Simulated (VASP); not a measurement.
Zn, 1 atom in the cell. It takes space group Fm-3m (No. 225, cubic). Conventional cell: a = 3.588 Å, b = 3.588 Å, c = 3.588 Å, α = 90.00°, β = 90.00°, γ = 90.00°. Zn (site symmetry m-3m) has 12 Zn at 2.54 Å within 3.3 Å. 

```yaml
Program: VASP 6.6.1
Task: single point
Functional: PBEsol
Potentials_or_basis: VASP PAW PBE potentials, release 64 (Zn)
Cutoff: 520 eV
k_mesh: 12 × 12 × 12
Occupations: fermi-dirac, width 0.05 eV
Spin: no spin polarisation
Dipole_correction: no
Further_INCAR_settings: ALGO = Fast; EDIFF = 1e-06; NBANDS = 12
```

Potentials or basis: VASP PAW PBE potentials, release 64 (Zn).

The run is started by

```sh
$ cat potpaw_PBE.64/Zn/POTCAR > POTCAR
$ mpirun -np 1 vasp_std > vasp.out
```

Hardware: 1 thread of Intel(R) Xeon(R) 6975P-C (Granite Rapids), on a shared host.

Task: Estimate the wall time of this run.

Result: Wall time 6 s on 1 thread of Intel(R) Xeon(R) 6975P-C (Granite Rapids), with other jobs on the host, peak memory 0.12 GiB. Counts: scf iterations 11, k points 72.
